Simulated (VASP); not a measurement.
A run of VASP 6.6.1:

Contents of INCAR:

```
SYSTEM = SbS3
PREC = Accurate
ENCUT = 520
EDIFF = 1E-7
ISMEAR = 0
SIGMA = 0.1
LREAL = .False.
LASPH = .True.
NELM = 80
ALGO = Normal
ISIF = 2
LWAVE = .False.
LCHARG = .True.
GGA = PE
LELF = .True.
LVHAR = .True.
NBANDS = 20
```

Contents of KPOINTS:

```
Automatic mesh
0
Gamma
  4 4 4
  0 0 0
```

POSCAR

```
SbS3
1.0
    4.2460965894      0.0000000000      0.0000000000
    0.0000000000      4.2460965894      0.0000000000
    0.0000000000      0.0000000000      4.2460965894
Sb S
1 3
Direct
    0.0000000000      0.0000000000      0.0000000000
    0.0000000000      0.5000000000      0.5000000000
    0.5000000000      0.0000000000      0.5000000000
    0.5000000000      0.5000000000      0.0000000000
```

Potentials or basis: VASP PAW PBE potentials, release 64 (Sb, S).

The run is started by

```console
$ cat potpaw_PBE.64/Sb/POTCAR potpaw_PBE.64/S/POTCAR > POTCAR
$ mpirun -np 1 vasp_std > vasp.out
```

Hardware: 1 thread of Intel Xeon 8259CL (shared host).

Question: Estimate the wall time of this run.

Answer: It took 19 s on 1 thread of Intel Xeon 8259CL, with other jobs on the host, peak memory 0.18 GiB. Counts: scf iterations 15, k points 10.
